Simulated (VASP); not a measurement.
# Ga3Sb (Immm) in VASP: single point with PBE

Aim: the single point of Ga3Sb with PBE.

Program: VASP 6.6.1. These are calculated values, not measurements. Logs are shortened: lines on timing, memory, paths and dates and some standing lists are left out, and cuts for length are marked.

## (1) The cell of the first run

Symmetry: Immm, No. 71, orthorhombic system. Conventional cell: a = 4.400 Å, b = 4.743 Å, c = 8.441 Å, α = 90.00°, β = 90.00°, γ = 90.00°. Ga (site symmetry mm2) has 8 Ga at 3.05 to 3.23 Å and 4 Sb at 3.05 to 3.17 Å within 4.0 Å. Ga (site symmetry mmm) has 8 Ga at 3.05 to 3.17 Å and 4 Sb at 3.23 Å within 4.0 Å. Within 4.0 Å of Sb (site symmetry mmm) lie 12 Ga at 3.05 to 3.23 Å.

## (2) Single point, PBE (strain +0.0375 x Voigt [1, -1, 0, 0, 0, 0])

INCAR

```
SYSTEM = Ga3Sb
PREC = Accurate ; ENCUT = 520
EDIFF = 1E-6 ; ISMEAR = 0
SIGMA = 0.15 ; LREAL = .False.
LASPH = .True. ; NELM = 80
ALGO = Fast ; ISIF = 2
LWAVE = .False. ; LCHARG = .False.
GGA = PE ; NBANDS = 30
```

KPOINTS

```
regular mesh
0
Gamma
  14 14 14
  0 0 0
```

POSCAR

```
Ga3Sb
1.0
   -2.3713782934      2.1999533566      4.2203249441
    2.3713782934     -2.1999533566      4.2203249441
    2.3713782934      2.1999533566     -4.2203249441
Ga Sb
3 1
Direct
    0.7500000000      0.2500000000      0.5000000000
    0.2500000000      0.7500000000      0.5000000000
    0.5000000000      0.5000000000      0.0000000000
    0.0000000000      0.0000000000      0.0000000000
```

Potentials or basis: VASP PAW PBE potentials, release 64 (Ga_d, Sb).

The run is started by

```bash
cat potpaw_PBE.64/Ga_d/POTCAR potpaw_PBE.64/Sb/POTCAR > POTCAR
mpirun -np 1 vasp_std > vasp.out
```

OUTCAR:

```text
SYSTEM = Ga3Sb
   PREC = Accurate
   ENCUT = 520
   EDIFF = 1E-6
   ISMEAR = 0
   LREAL = .False.
   LASPH = .True.
   NELM = 80
   ISIF = 2
   GGA = PE

 ion  position               nearest neighbor table
   1  0.750  0.250  0.500-   4 3.05   4 3.05   4 3.17   4 3.17
   2  0.250  0.750  0.500-   4 3.05   4 3.05   4 3.17   4 3.17
   3  0.500  0.500  0.000-   4 3.23   4 3.23   4 3.23   4 3.23
   4  0.000  0.000  0.000-   1 3.05   2 3.05   1 3.05   2 3.05   1 3.17   2 3.17   1 3.17   2 3.17
                             3 3.23   3 3.23   3 3.23   3 3.23

  LATTYP: Found a body centered orthorhombic cell.
 ALAT       =     4.3999067132
 B/A-ratio  =     1.0779220779
 C/A-ratio  =     1.9183701925

  Lattice vectors:

 A1 = (   2.3713782934,  -2.1999533566,  -4.2203249441)
 A2 = (  -2.3713782934,   2.1999533566,  -4.2203249441)
 A3 = (   2.3713782934,   2.1999533566,   4.2203249441)

Analysis of symmetry for initial positions (statically):
=====================================================================
 Subroutine PRICEL returns:
 Original cell was already a primitive cell.

 Routine SETGRP: Setting up the symmetry group for a
 body centered orthorhombic supercell.

 Subroutine GETGRP returns: Found  8 space group operations
 (whereof  8 operations were pure point group operations)
 out of a pool of  8 trial point group operations.

The static configuration has the point symmetry D_2h.

Analysis of symmetry for dynamics (positions and initial velocities):
=====================================================================
 Subroutine PRICEL returns:
 Original cell was already a primitive cell.

 Routine SETGRP: Setting up the symmetry group for a
 body centered orthorhombic supercell.

 Subroutine GETGRP returns: Found  8 space group operations
 (whereof  8 operations were pure point group operations)
 out of a pool of  8 trial point group operations.

The dynamic configuration has the point symmetry D_2h.

 Subroutine INISYM returns: Found  8 space group operations
 (whereof  8 operations are pure point group operations),
 and found     1 'primitive' translations

----------------------------------------------------------------------------------------

                                     Primitive cell

  volume of cell :      88.0684

  direct lattice vectors                    reciprocal lattice vectors
    -2.371378293  2.199953357  4.220324944     0.000000000  0.227277546  0.118474290
     2.371378293 -2.199953357  4.220324944     0.210847844  0.000000000  0.118474290
     2.371378293  2.199953357 -4.220324944     0.210847844  0.227277546  0.000000000

  length of vectors
     5.317365176  5.317365176  5.317365176     0.256303024  0.241853200  0.310019187

  position of ions in fractional coordinates (direct lattice)
     0.750000000  0.250000000  0.500000000
     0.250000000  0.750000000  0.500000000
     0.500000000  0.500000000  0.000000000
     0.000000000  0.000000000  0.000000000

  ion indices of the primitive-cell ions
   primitive index   ion index
                 1           1
                 2           2
                 3           3
                 4           4

----------------------------------------------------------------------------------------

 KPOINTS: regular mesh

Automatic generation of k-mesh.
 Grid dimensions read from file:
 generate k-points for:   14   14   14

 Generating k-lattice:

  Cartesian coordinates                     Fractional coordinates (reciprocal lattice)
     0.000000000  0.016234110  0.008462449     0.071428571  0.000000000 -0.000000000
     0.015060560  0.000000000  0.008462449     0.000000000  0.071428571  0.000000000
     0.015060560  0.016234110  0.000000000    -0.000000000  0.000000000  0.071428571

  Length of vectors
     0.018307359  0.017275229  0.022144228

  Shift w.r.t. Gamma in fractional coordinates (k-lattice)
     0.000000000  0.000000000  0.000000000

 Subroutine IBZKPT returns following result:
 ===========================================

 Found    428 irreducible k-points:

 Following reciprocal coordinates:
            Coordinates               Weight
  0.000000  0.000000  0.000000      1.000000
  0.071429 -0.000000  0.000000      4.000000
  0.142857  0.000000 -0.000000      4.000000
  0.214286  0.000000  0.000000      4.000000
  0.285714  0.000000  0.000000      4.000000
  0.357143  0.000000 -0.000000      4.000000
[... 16 lines left out ...]
  0.000000  0.142857  0.000000      4.000000
  0.071429  0.142857  0.000000      8.000000
 [... further k-points ...]
   k-points           NKPTS =    428   k-points in BZ     NKDIM =    428   number of bands    NBANDS=     30
   number of dos      NEDOS =    301   number of ions     NIONS =      4
   total plane-waves  NPLWV =  64000
   dimension x,y,z NGX =    40 NGY =   40 NGZ =   40
   dimension x,y,z NGXF=    80 NGYF=   80 NGZF=   80
   ions per type =               3   1
   NGX,Y,Z   is equivalent  to a cutoff of  12.51, 12.51, 12.51 a.u.
   NGXF,Y,Z  is equivalent  to a cutoff of  25.01, 25.01, 25.01 a.u.
 SYSTEM =  Ga3Sb
   PREC   = accura    normal or accurate (medium, high low for compatibility)
   ISTART =      0    job   : 0-new  1-cont  2-samecut
   ICHARG =      2    charge: 1-file 2-atom 10-const
   ISPIN  =      1    spin polarized calculation?
   LNONCOLLINEAR =      F non collinear calculations
   LSORBIT =      F    spin-orbit coupling
   LASPH  =      T    aspherical Exc in radial PAW
   ENCUT  =  520.0 eV  38.22 Ry    6.18 a.u.   9.89  9.89  9.89*2*pi/ulx,y,z
   NELM   =     80;   NELMIN=  2; NELMDL= -5     # of ELM steps
   EDIFF  = 0.1E-05   stopping-criterion for ELM
   LREAL  =      F    real-space projection
   EDIFFG = 0.1E-04   stopping-criterion for IOM
   NSW    =      0    number of steps for IOM
   IBRION =     -1    ionic relax: 0-MD 1-quasi-New 2-CG
   NFREE  =      0    steps in history (QN), initial steepest desc. (CG)
   ISIF   =      2    stress and relaxation
   ISYM   =      2    0-nonsym 1-usesym 2-fastsym
   POTIM  = 0.5000    time-step for ionic-motion
   TEBEG  =    0.0;   TEEND  =   0.0 temperature during run
   PSTRESS=    0.0 pullay stress
   NELECT =      44.0000    total number of electrons
   NUPDOWN=      -1.0000    fix difference up-down
   EMIN   =  10.00;   EMAX   =-10.00  energy-range for DOS
   EFERMI =   0.00;   METHOD = LEGACY
   ISMEAR =     0;   SIGMA  =   0.15  broadening in eV -4-tet -1-fermi 0-gaus
   EFERMI_NEDOS =   21; number of points for ismear=-14 and -15
   IALGO  =     68    algorithm
   IMIX   =      4    mixing-type and parameters
     AMIX     =   0.40;   BMIX     =  1.00
     AMIX_MAG =   1.60;   BMIX_MAG =  1.00
  volume/ion in A,a.u.               =      22.02       148.58
  Fermi-wavevector in a.u.,A,eV,Ry     =   1.299029  2.454810 22.959525  1.687477
  Thomas-Fermi vector in A             =   2.430320
   LORBIT       =      0    0 simple, 1 ext, 2 COOP (PROOUT), +10 PAW based schemes
   GGA     = PE    functional components
   LHFCALC =     F    Hartree Fock is set to
   AEXX    =    0.0000 exact exchange contribution
   IVDW    =     0    specifies the selected vdW correction
   LEPSILON=     F    determine dielectric tensor
   LRPA    =     F    only Hartree local field effects (RPA)
 non-spin polarized calculation
 RMM-DIIS sequential band-by-band and
 Gauss-broadening in eV      SIGMA  =   0.15
  energy-cutoff  :      520.00
  volume of cell :       88.07
 maximum number of plane-waves:      2393
   NGX = 19   NGY = 19   NGZ = 19

 number of electron      44.0000002 magnetization

 Free energy of the ion-electron system (eV)
  ---------------------------------------------------
  ext. energy  EPLUGINS =         0.00000000
  ---------------------------------------------------
  free energy    TOTEN  =       -12.58338682 eV

  energy without entropy =      -12.56258957  energy(sigma->0) =      -12.57298819

 E-fermi :   6.0428     XC(G=0): -10.5017

 val. band max:        6.0422844394   @ k =  -0.4286  -0.3571   0.2143
 cond. band min:       6.0436413925   @ k =  -0.1429  -0.1429   0.0714
 fundamental gap:      0.0013569531
 Fermi energy:         6.0428226794

 k-point     1 :       0.0000    0.0000    0.0000
  band No.  band energies     occupation
      1      -8.9165      2.00000
      2      -8.8887      2.00000
      3      -8.8766      2.00000
      4      -8.8700      2.00000
      5      -8.8452      2.00000
      6      -8.8419      2.00000
[... 22 lines left out ...]
     29      11.9849      0.00000
     30      12.4464      0.00000

 k-point     2 :       0.0714   -0.0000    0.0000
  band No.  band energies     occupation
      1      -8.9145      2.00000
      2      -8.8884      2.00000
      3      -8.8803      2.00000
      4      -8.8636      2.00000
      5      -8.8525      2.00000
      6      -8.8465      2.00000
[... 22 lines left out ...]
     29      12.3314      0.00000
     30      12.8244      0.00000

 k-point     3 :       0.1429    0.0000   -0.0000
  band No.  band energies     occupation
      1      -8.9086      2.00000
      2      -8.8923      2.00000
      3      -8.8765      2.00000
      4      -8.8615      2.00000
      5      -8.8569      2.00000
      6      -8.8499      2.00000
[... 22 lines left out ...]
     29      13.1874      0.00000
     30      13.7345      0.00000

 k-point     4 :       0.2143    0.0000    0.0000
  band No.  band energies     occupation
      1      -8.8992      2.00000
      2      -8.8961      2.00000
      3      -8.8700      2.00000
      4      -8.8665      2.00000
      5      -8.8589      2.00000
      6      -8.8419      2.00000
[... 616 lines left out ...]
     29      12.2257      0.00000
     30      13.2766      0.00000

 k-point    23 :       0.0000    0.1429    0.0000
  band No.  band energies     occupation
      1      -8.9080      2.00000
      2      -8.8879      2.00000
      3      -8.8851      2.00000
      4      -8.8675      2.00000
      5      -8.8579      2.00000
      6      -8.8339      2.00000
[... 22 lines left out ...]
     29      13.0026      0.00000
     30      13.3969      0.00000

 k-point    24 :       0.0714    0.1429    0.0000
  band No.  band energies     occupation
      1      -8.9062      2.00000
      2      -8.8948      2.00000
      3      -8.8837      2.00000
      4      -8.8658      2.00000
      5      -8.8600      2.00000
      6      -8.8408      2.00000
[... 22 lines left out ...]
     29      12.6102      0.00000
     30      13.3737      0.00000

 [... further k-points ...]

------------------------ aborting loop because EDIFF is reached ----------------------------------------

  FORCE on cell =-STRESS in cart. coord.  units (eV):
  Direction    XX          YY          ZZ          XY          YZ          ZX
  --------------------------------------------------------------------------------------
  -------------------------------------------------------------------------------------
  Total       -0.0820914      0.1343042      0.0089861     -0.0000000      0.0000000      0.0000000
  in kB       -1.4934411      2.4433186      0.1634787     -0.0000000      0.0000000      0.0000000
  external PRESSURE =       0.3711187 kB  Pullay stress =       0.0000000 kB

 VOLUME and BASIS-vectors are now :
 -----------------------------------------------------------------------------
  energy-cutoff  :      520.00
  volume of cell :       88.07
      direct lattice vectors                 reciprocal lattice vectors
    -2.371378293  2.199953357  4.220324944     0.000000000  0.227277546  0.118474290
     2.371378293 -2.199953357  4.220324944     0.210847844  0.000000000  0.118474290
     2.371378293  2.199953357 -4.220324944     0.210847844  0.227277546  0.000000000

 POSITION                                       TOTAL-FORCE (eV/Angst)
 -----------------------------------------------------------------------------------
     -0.00000      2.19995      2.11016        -0.000000      0.000000      0.094572
      2.37138      0.00000      2.11016         0.000000     -0.000000     -0.094572
      0.00000      0.00000      4.22032         0.000000     -0.000000      0.000000
      0.00000      0.00000      0.00000         0.000000     -0.000000      0.000000
 -----------------------------------------------------------------------------------
    total drift:                               -0.000000     -0.000000      0.000000

  FREE ENERGIE OF THE ION-ELECTRON SYSTEM (eV)
  ---------------------------------------------------
  free  energy   TOTEN  =       -12.5833868195 eV

  energy  without entropy=      -12.5625895681  energy(sigma->0) =      -12.57298819
```

It took 9.1 min on 1 thread of Intel Xeon 6975P-C (Granite Rapids), shared host; peak memory 0.97 GiB.

What came out:

| Quantity | Value |
| --- | --- |
| Free energy | -12.5834 eV |
| Pressure | 0.0 GPa |
| Largest force | 0.095 eV/Å |
| Band gap on the k mesh | zero (bands 22 and 23 overlap by 4.13 eV) |

Forces in eV/Å, atoms in the order of the input:
```
Ga   0.000  0.000  0.095
Ga   0.000  0.000 -0.095
Ga   0.000  0.000  0.000
Sb   0.000  0.000  0.000
```

Caveat: the cell differs from its parent crystal (strain +0.0375 x Voigt [1, -1, 0, 0, 0, 0]); spin-orbit coupling is left out, which moves the levels of the heavy elements.
